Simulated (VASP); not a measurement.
**MnS: single point with r2SCAN+D4**

The system is MnS.

```
Mn S
1.0
     0.00000    2.55133    2.55133
     2.55133    0.00000    2.55133
     2.55133    2.55133    0.00000
Mn S
1 1
Direct
  0.00000 0.00000 0.00000
  0.50000 0.50000 0.50000
```

```
Program             : VASP 6.6.1
Task                : single point
Functional          : r2SCAN
Dispersion          : D4
Potentials or basis : VASP PAW PBE potentials, release 64 (Mn_pv, S)
Cutoff              : 520 eV
k mesh              : 9 × 9 × 9
Occupations         : fermi-dirac, width 0.05 eV
Spin                : collinear spin, ferromagnetic start
Starting moments    : [4.0, 0.0] μB
```

- Pressure: 3.8 GPa
- Net moment: 4.88 μB per cell
- Site moments: Mn +4.42; S +0.13 μB
- Valence electrons inside the program's atomic spheres: Mn 11.34; S 3.81
- Dispersion energy per atom: -0.153 eV

Levels at points of the mesh, in eV from the Fermi level:
Spin up:
| k point | band 9 | band 10 | band 11 | band 12 | band 13 | band 14 | band 15 | band 16 |
| --- | --- | --- | --- | --- | --- | --- | --- | --- |
| (0.00, 0.00, 0.00) | -4.09 | -2.25 | -2.25 | -2.25 | 2.50 | 8.84 | 8.84 | 8.84 |
Spin down:
```tsv
k point	band 5	band 6	band 7	band 8	band 9	band 10
(0.00, 0.00, 0.00)	-1.90	-1.90	-1.90	0.81	0.81	0.81
```

Run time: 110 s on 1 thread of Intel(R) Xeon(R) Platinum 8488C (Sapphire Rapids), on a shared host, peak memory 0.2 GiB.

Caveat: the cell stands under pressure; the PAW data sets were made with another functional, which shifts forces and pressure a little; a cell with one magnetic atom can't hold antiferromagnetic order, which such compounds often take; semilocal functionals often make such compounds metallic where correlation or magnetic order opens a gap, which also shifts bond lengths. With open d or f shells a metallic result of r2SCAN can be an artefact of self-interaction; +U or a hybrid may open a gap.
